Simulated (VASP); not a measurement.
Set up this calculation in VASP 6.6.1, as the native input.

| Quantity | Value |
| --- | --- |
| Task | single point |
| Functional | PBE |
| Potentials or basis | VASP PAW PBE potentials, release 64 (Cd, Se) |
| Cutoff | 520 eV |
| k mesh | 2 × 2 × 2 |
| Occupations | fermi-dirac, width 0.19 eV |
| Spin | no spin polarisation |
| Dipole correction | no |
| Further INCAR settings | LREAL = Auto; ALGO = Normal; EDIFF = 1e-06; NBANDS = 86 |

The structure of CdSe lies in POSCAR:

```
CdSe
1.0
    7.0662034668      0.0000000000      0.0000000000
    0.0000000000      7.0662034668      0.0000000000
    0.0000000000      0.0000000000      7.0662034668
Cd Se
8 8
Direct
    0.0135323021     -0.0273520287     -0.0094408547
   -0.0137744406     -0.0013380594      0.5128547482
    0.0120600830      0.4841737173     -0.0100953787
   -0.0396153325      0.5088313713      0.5231277329
    0.4676487191     -0.0124758649     -0.0134558820
    0.5114019172      0.0145914281      0.5200192745
    0.4775066294      0.5189617051     -0.0227600296
    0.5084697910      0.5646285192      0.4917227499
    0.2402999019      0.2268227921      0.2969921557
    0.2966226503      0.2391016630      0.7441704764
    0.2713025473      0.7268842490      0.2533357564
    0.2457620996      0.7451939397      0.7404159850
    0.7879245236      0.2711715009      0.2859645932
    0.7424122479      0.2404435434      0.7355794416
    0.7419844369      0.7782838445      0.2206021957
    0.7630438361      0.7008941963      0.7343666262
```

One way to write it, as run:

INCAR

```
  ALGO = Normal
  EDIFF = 1E-6
  ENCUT = 520
  GGA = PE
  ISIF = 2
  ISMEAR = -1
  LASPH = T
  LCHARG = F
  LREAL = Auto
  LWAVE = F
  NBANDS = 86
  NELM = 100
  PREC = Accurate
  SIGMA = 0.19
```

KPOINTS

```
k-points
0
Gamma
  2 2 2
```

Potentials or basis: VASP PAW PBE potentials, release 64 (Cd, Se).

Launch:

```console
$ cat potpaw_PBE.64/Cd/POTCAR potpaw_PBE.64/Se/POTCAR > POTCAR
$ mpirun -np 1 vasp_std > vasp.out
```

Results of the run:

| Quantity | Value |
| --- | --- |
| Pressure | 5.3 GPa |
| Largest force | 2.129 eV/Å |
| Band gap on the k mesh | zero (bands 72 and 73 overlap by 0.02 eV) |

Caveat: the k points lie up to 0.44 Å⁻¹ apart; the atoms stand as in a frame of molecular dynamics; semilocal functionals underestimate gaps, so a narrow gap can read as zero; forces of over 1 eV/Å act on the atoms, so gaps and moduli don't describe the material at rest.

Run time: 5.7 min on 1 thread of Intel(R) Xeon(R) Platinum 8488C (Sapphire Rapids) (shared host), peak memory 0.45 GiB.
